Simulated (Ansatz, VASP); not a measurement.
Two plane-wave programs on Ru

The input INCAR:

```
ALGO = Normal
EDIFF = 1E-6
ENCUT = 520
GGA = PS
ISIF = 2
ISMEAR = -1
LASPH = True
LCHARG = True
LELF = True
LREAL = False
LVHAR = True
LWAVE = False
NBANDS = 51
NELM = 60
PREC = Accurate
SIGMA = 0.08
```

Contents of KPOINTS:

```
k-points
0
Gamma
  13 9 1
```

POSCAR

```
Ru
1.0
    2.6907521390      0.0000000000      0.0000000000
    0.0000000000      4.2493843975      0.0000000000
    0.0000000000      0.0000000000     21.4373000000
Ru
6
Direct
    0.7500000000      0.7500000000      0.3793277458
    0.2500000000      0.2500000000      0.4090318242
    0.2500000000      0.7500000000      0.4830371878
    0.7500000000      0.2500000000      0.5169628122
    0.7500000000      0.7500000000      0.5909681755
    0.2500000000      0.2500000000      0.6206722545
```

Input for Ansatz:

```yaml
crystal:
  lattice:
    - [2.690752139, 0.0, 0.0]
    - [0.0, 4.2493843975, 0.0]
    - [0.0, 0.0, 21.4373]
  atoms:
    - { symbol: Ru, position: [0.75, 0.75, 0.3793277458] }
    - { symbol: Ru, position: [0.25, 0.25, 0.4090318242] }
    - { symbol: Ru, position: [0.25, 0.75, 0.4830371878] }
    - { symbol: Ru, position: [0.75, 0.25, 0.5169628122] }
    - { symbol: Ru, position: [0.75, 0.75, 0.5909681755] }
    - { symbol: Ru, position: [0.25, 0.25, 0.6206722545] }
kpoints:
  mp_grid: { grid: [13, 9, 1] }
scf:
  occupations: { method: fermi_dirac, width: 0.08 }
hamiltonian:
  xc: pbesol
  pseudopotentials: { kind: paw }
output:
  forces: true
  stress: true
  eigenvalues: true
  core_levels:
    shells: { Ru: ["3d"] }
    counted_from: fermi_level
    add_spin: false
```

Alike in both runs: task single point; functional PBEsol; k mesh 13 × 9 × 1; occupations fermi-dirac, width 0.08 eV; no spin polarisation.

```csv
,VASP,Ansatz
version,VASP 6.6.1,Ansatz 0.2.0
potentials or method,"VASP PAW PBE potentials, release 64 (Ru_pv)","PAW with Ansatz's default frozen-core files, scalar-relativistic"
plane-wave cutoff (eV),520,420
valence electrons in the cell,84,96
```

Ansatz gave:

* rms of the force components (eV/Å): 0.001

Question: What did VASP give for the same quantities?

Answer: rms of the force components (eV/Å): 0.004.

VASP's potentials were made for PBE, not for PBEsol. Atom by atom the forces differ by 0.004 eV/Å (rms over components). With one functional, cell and mesh, what is left measures potentials, basis and numerics. VASP's potentials hold 84 valence electrons a cell and Ansatz's 96, so a difference there can come from the potentials and not from the codes.
